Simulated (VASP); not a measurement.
# Nb in VASP: further runs

Runs on Nb. Level: PBEsol. Tasks: single point.

All numbers are computed with VASP 6.6.1; they aren't measurements. Logs are shortened: lines on timing, memory, paths and dates and some standing lists are left out, and cuts for length are marked.

**1. The cell of the first run**

The cell holds a slab with vacuum, 5 atoms: a = 2.835 Å, b = 2.835 Å, c = 25.259 Å, α = 90.00°, β = 90.00°, γ = 109.47°.

**2. Single point, PBEsol**

Input file INCAR:

```
ALGO = Normal ; DIPOL = 0.5 0.5 0.500
EDIFF = 1E-7 ; EFIELD = -0.1
ENCUT = 520 ; GGA = PS
IDIPOL = 3 ; ISIF = 2
ISMEAR = -1 ; LASPH = T
LCHARG = F ; LDIPOL = T
LREAL = F ; LWAVE = F
NBANDS = 40 ; NELM = 100
PREC = Accurate ; SIGMA = 0.1
```

Input file KPOINTS:

```
k-points
0
Gamma
  12 12 1
```

Input file POSCAR:

```
Nb
1.0
    2.8349627735      0.0000000000      0.0000000000
   -0.9449875912      2.6728285354      0.0000000000
    0.0000000000      0.0000000000     25.2589000000
Nb
5
Direct
    0.0000000000      0.0000000000      0.3202464692
    0.5000000000      0.5000000000      0.4082178150
    0.0000000000      0.0000000000      0.5000000007
    0.5000000000      0.5000000000      0.5917821840
    0.0000000000      0.0000000000      0.6797535311
```

Potentials or basis: VASP PAW PBE potentials, release 64 (Nb_sv).

On the command line:

```bash
$ cat potpaw_PBE.64/Nb_sv/POTCAR > POTCAR
$ mpirun -np 1 vasp_std > vasp.out
```

OUTCAR:

```text
EDIFF = 1E-7
   ENCUT = 520
   GGA = PS
   ISIF = 2
   ISMEAR = -1
   LASPH = T
   LREAL = F
   NELM = 100
   PREC = Accurate

 ion  position               nearest neighbor table
   1  0.000  0.000  0.320-   2 2.76   2 2.76
   2  0.500  0.500  0.408-   1 2.76   1 2.76   3 2.84   3 2.84
   3  0.000  0.000  0.500-   4 2.84   4 2.84   2 2.84   2 2.84
   4  0.500  0.500  0.592-   5 2.76   5 2.76   3 2.84   3 2.84
   5  0.000  0.000  0.680-   4 2.76   4 2.76

  LATTYP: Found a base centered orthorhombic cell.
 ALAT       =     3.2735330408
 B/A-ratio  =     1.4142135624
 C/A-ratio  =     7.7160974656

  Lattice vectors:

 A1 = (   2.8349627735,   0.0000000000,   0.0000000000)
 A2 = (  -0.9449875912,   2.6728285354,   0.0000000000)
 A3 = (   0.0000000000,   0.0000000000,  25.2589000000)

Analysis of symmetry for initial positions (statically):
=====================================================================
 Subroutine PRICEL returns:
 Original cell was already a primitive cell.

 Routine SETGRP: Setting up the symmetry group for a
 base centered orthorhombic supercell.

 Subroutine GETGRP returns: Found  8 space group operations
 (whereof  8 operations were pure point group operations)
 out of a pool of  8 trial point group operations.

The static configuration has the point symmetry D_2h.

Analysis of symmetry for dynamics (positions and initial velocities):
=====================================================================
 An external electric field (EFIELD) may reduce the allowed symmetry operations
 Subroutine PRICEL returns:
 Original cell was already a primitive cell.

 Routine SETGRP: Setting up the symmetry group for a
 base centered orthorhombic supercell.

 Subroutine GETGRP returns: Found  4 space group operations
 (whereof  4 operations were pure point group operations)
 out of a pool of  8 trial point group operations.

The dynamic configuration has the point symmetry C_2v.

 Subroutine INISYM returns: Found  4 space group operations
 (whereof  4 operations are pure point group operations),
 and found     1 'primitive' translations

----------------------------------------------------------------------------------------

                                     Primitive cell

  volume of cell :     191.3960

  direct lattice vectors                    reciprocal lattice vectors
     2.834962774  0.000000000  0.000000000     0.352738318  0.124711828  0.000000000
    -0.944987591  2.672828535  0.000000000     0.000000000  0.374135485  0.000000000
     0.000000000  0.000000000 25.258900000     0.000000000  0.000000000  0.039590006

  length of vectors
     2.834962774  2.834962774 25.258900000     0.374135485  0.374135485  0.039590006

  position of ions in fractional coordinates (direct lattice)
     0.000000000  0.000000000  0.320246469
     0.500000000  0.500000000  0.408217815
     0.000000000  0.000000000  0.500000001
     0.500000000  0.500000000  0.591782184
     0.000000000  0.000000000  0.679753531

  ion indices of the primitive-cell ions
   primitive index   ion index
                 1           1
                 2           2
                 3           3
                 4           4
                 5           5

----------------------------------------------------------------------------------------

 KPOINTS: k-points

Automatic generation of k-mesh.
 Grid dimensions read from file:
 generate k-points for:   12   12    1

 Generating k-lattice:

  Cartesian coordinates                     Fractional coordinates (reciprocal lattice)
     0.029394860  0.010392652  0.000000000     0.083333333  0.000000000  0.000000000
     0.000000000  0.031177957  0.000000000     0.000000000  0.083333333  0.000000000
     0.000000000  0.000000000  0.039590006     0.000000000  0.000000000  1.000000000

  Length of vectors
     0.031177957  0.031177957  0.039590006

  Shift w.r.t. Gamma in fractional coordinates (k-lattice)
     0.000000000  0.000000000  0.000000000

 Subroutine IBZKPT returns following result:
 ===========================================

 Found     43 irreducible k-points:

 Following reciprocal coordinates:
            Coordinates               Weight
  0.000000  0.000000  0.000000      1.000000
  0.083333  0.000000  0.000000      4.000000
  0.166667 -0.000000  0.000000      4.000000
  0.250000 -0.000000  0.000000      4.000000
  0.333333  0.000000  0.000000      4.000000
  0.416667  0.000000  0.000000      4.000000
[... 16 lines left out ...]
  0.500000  0.166667  0.000000      4.000000
 -0.416667  0.166667  0.000000      4.000000
 [... further k-points ...]
   k-points           NKPTS =     43   k-points in BZ     NKDIM =     43   number of bands    NBANDS=     40
   number of dos      NEDOS =    301   number of ions     NIONS =      5
   total plane-waves  NPLWV = 110592
   dimension x,y,z NGX =    24 NGY =   24 NGZ =  192
   dimension x,y,z NGXF=    48 NGYF=   48 NGZF=  384
   ions per type =               5
   NGX,Y,Z   is equivalent  to a cutoff of  14.07, 14.07, 12.64 a.u.
   NGXF,Y,Z  is equivalent  to a cutoff of  28.15, 28.15, 25.27 a.u.
 SYSTEM =  unknown system
   PREC   = accura    normal or accurate (medium, high low for compatibility)
   ISTART =      0    job   : 0-new  1-cont  2-samecut
   ICHARG =      2    charge: 1-file 2-atom 10-const
   ISPIN  =      1    spin polarized calculation?
   LNONCOLLINEAR =      F non collinear calculations
   LSORBIT =      F    spin-orbit coupling
   LASPH  =      T    aspherical Exc in radial PAW
   ENCUT  =  520.0 eV  38.22 Ry    6.18 a.u.   5.27  5.27 46.96*2*pi/ulx,y,z
   NELM   =    100;   NELMIN=  2; NELMDL= -5     # of ELM steps
   EDIFF  = 0.1E-06   stopping-criterion for ELM
   LREAL  =      F    real-space projection
   EDIFFG = 0.1E-05   stopping-criterion for IOM
   NSW    =      0    number of steps for IOM
   IBRION =     -1    ionic relax: 0-MD 1-quasi-New 2-CG
   NFREE  =      0    steps in history (QN), initial steepest desc. (CG)
   ISIF   =      2    stress and relaxation
   ISYM   =      2    0-nonsym 1-usesym 2-fastsym
   POTIM  = 0.5000    time-step for ionic-motion
   TEBEG  =    0.0;   TEEND  =   0.0 temperature during run
   PSTRESS=    0.0 pullay stress
   NELECT =      65.0000    total number of electrons
   NUPDOWN=      -1.0000    fix difference up-down
   EMIN   =  10.00;   EMAX   =-10.00  energy-range for DOS
   EFERMI =   0.00;   METHOD = LEGACY
   ISMEAR =    -1;   SIGMA  =   0.10  broadening in eV -4-tet -1-fermi 0-gaus
   EFERMI_NEDOS =   21; number of points for ismear=-14 and -15
   IALGO  =     38    algorithm
   IMIX   =      4    mixing-type and parameters
     AMIX     =   0.40;   BMIX     =  1.00
     AMIX_MAG =   1.60;   BMIX_MAG =  1.00
  volume/ion in A,a.u.               =      38.28       258.32
  Fermi-wavevector in a.u.,A,eV,Ry     =   1.142181  2.158409 17.749858  1.304578
  Thomas-Fermi vector in A             =   2.278880
   LORBIT       =      0    0 simple, 1 ext, 2 COOP (PROOUT), +10 PAW based schemes
   GGA     = PS    functional components
   LHFCALC =     F    Hartree Fock is set to
   AEXX    =    0.0000 exact exchange contribution
   IVDW    =     0    specifies the selected vdW correction
   LEPSILON=     F    determine dielectric tensor
   LRPA    =     F    only Hartree local field effects (RPA)
 non-spin polarized calculation
  energy-cutoff  :      520.00
  volume of cell :      191.40
 maximum number of plane-waves:      5198
 NGX is ok and might be reduce to    24
   NGX = 11   NGY = 11   NGZ = 93

 dipolmoment           0.000000      0.000000      0.024098 electrons x Angstroem

 number of electron      65.0000008 magnetization

 dipolmoment           0.000000      0.000000     -0.055803 electrons x Angstroem

 Free energy of the ion-electron system (eV)
  ---------------------------------------------------
  ext. energy  EPLUGINS =         0.00000000
  ---------------------------------------------------
  free energy    TOTEN  =       -52.69707709 eV

  energy without entropy =      -52.48161455  energy(sigma->0) =      -52.58934582

 E-fermi :   2.9020     XC(G=0):  -6.6443

 val. band max:        2.9001605433   @ k =  -0.3333   0.1667   0.0000
 cond. band min:       2.9073902703   @ k =  -0.1667   0.1667   0.0000
 fundamental gap:      0.0072297270
 Fermi energy:         2.9019960327

 k-point     1 :       0.0000    0.0000    0.0000
  band No.  band energies     occupation
      1     -51.5899      2.00000
      2     -51.5885      2.00000
      3     -51.3040      2.00000
      4     -51.2044      2.00000
      5     -51.1166      2.00000
      6     -28.1684      2.00000
[... 32 lines left out ...]
     39       5.5656      0.00000
     40       5.6205      0.00000

 k-point     2 :       0.0833    0.0000    0.0000
  band No.  band energies     occupation
      1     -51.5793      2.00000
      2     -51.5780      2.00000
      3     -51.2927      2.00000
      4     -51.1967      2.00000
      5     -51.1112      2.00000
      6     -28.1427      2.00000
[... 32 lines left out ...]
     39       5.3795      0.00000
     40       5.4284      0.00000

 k-point     3 :       0.1667   -0.0000    0.0000
  band No.  band energies     occupation
      1     -51.5502      2.00000
      2     -51.5493      2.00000
      3     -51.2611      2.00000
      4     -51.1754      2.00000
      5     -51.0971      2.00000
      6     -28.0722      2.00000
[... 853 lines left out ...]
  band No.  band energies     occupation
      1     -51.4078      2.00000
      2     -51.4078      2.00000
      3     -51.0923      2.00000
      4     -51.0615      2.00000
      5     -51.0260      2.00000
      6     -28.1708      2.00000
[... 32 lines left out ...]
     39       5.6698      0.00000
     40       6.0555      0.00000

 k-point    24 :      -0.4167    0.1667    0.0000
  band No.  band energies     occupation
      1     -51.4261      2.00000
      2     -51.4259      2.00000
      3     -51.1237      2.00000
      4     -51.0705      2.00000
      5     -51.0167      2.00000
      6     -28.0795      2.00000
[... 32 lines left out ...]
     39       5.2643      0.00000
     40       5.9389      0.00000

 [... further k-points ...]

------------------------ aborting loop because EDIFF is reached ----------------------------------------

 vacuum level on the upper side and lower side of the slab       (xc-potential included)         0.581        -0.672

  FORCE on cell =-STRESS in cart. coord.  units (eV):
  Direction    XX          YY          ZZ          XY          YZ          ZX
  --------------------------------------------------------------------------------------
  -------------------------------------------------------------------------------------
  Total       -3.2074590     -2.9310323     -0.1652641      0.3909263      0.0000000      0.0000000
  in kB      -26.8496604    -24.5356909     -1.3834270      3.2724471      0.0000000      0.0000000
  external PRESSURE =     -17.5895928 kB  Pullay stress =       0.0000000 kB

 VOLUME and BASIS-vectors are now :
 -----------------------------------------------------------------------------
  energy-cutoff  :      520.00
  volume of cell :      191.40
      direct lattice vectors                 reciprocal lattice vectors
     2.834962774  0.000000000  0.000000000     0.352738318  0.124711828  0.000000000
    -0.944987591  2.672828535  0.000000000     0.000000000  0.374135485  0.000000000
     0.000000000  0.000000000 25.258900000     0.000000000  0.000000000  0.039590006

 POSITION                                       TOTAL-FORCE (eV/Angst)
 -----------------------------------------------------------------------------------
      0.00000      0.00000      8.08907        -0.000000      0.000000      0.007590
      0.94499      1.33641     10.31113         0.000000      0.000000      0.002833
      0.00000      0.00000     12.62945        -0.000000      0.000000     -0.002293
      0.94499      1.33641     14.94777         0.000000      0.000000      0.004083
      0.00000      0.00000     17.16983        -0.000000      0.000000     -0.012213
 -----------------------------------------------------------------------------------
    total drift:                                0.000000      0.000000     -0.000094

  FREE ENERGIE OF THE ION-ELECTRON SYSTEM (eV)
  ---------------------------------------------------
  free  energy   TOTEN  =       -52.6970770903 eV

  energy  without entropy=      -52.4816145470  energy(sigma->0) =      -52.58934582

 vacuum level on the upper side and lower side of the slab         8.082         6.874
```

It took 5.4 min on 1 thread of Intel Xeon 6975P-C (Granite Rapids), shared host; peak memory 0.45 GiB.

What came out:

```
Free energy            : -52.6971 eV
Largest force          : 0.012 eV/Å
Band gap on the k mesh : zero (an odd number of electrons rules out a gap without spin polarisation)
```

Forces in eV/Å, atoms in the order of the input:
```
Nb   0.000  0.000  0.008
Nb   0.000  0.000  0.003
Nb   0.000  0.000 -0.002
Nb   0.000  0.000  0.004
Nb   0.000  0.000 -0.012
```

Caveat: the PAW data sets were made with another functional, which shifts forces and pressure a little.

(Part 1 of 2 ends here.)
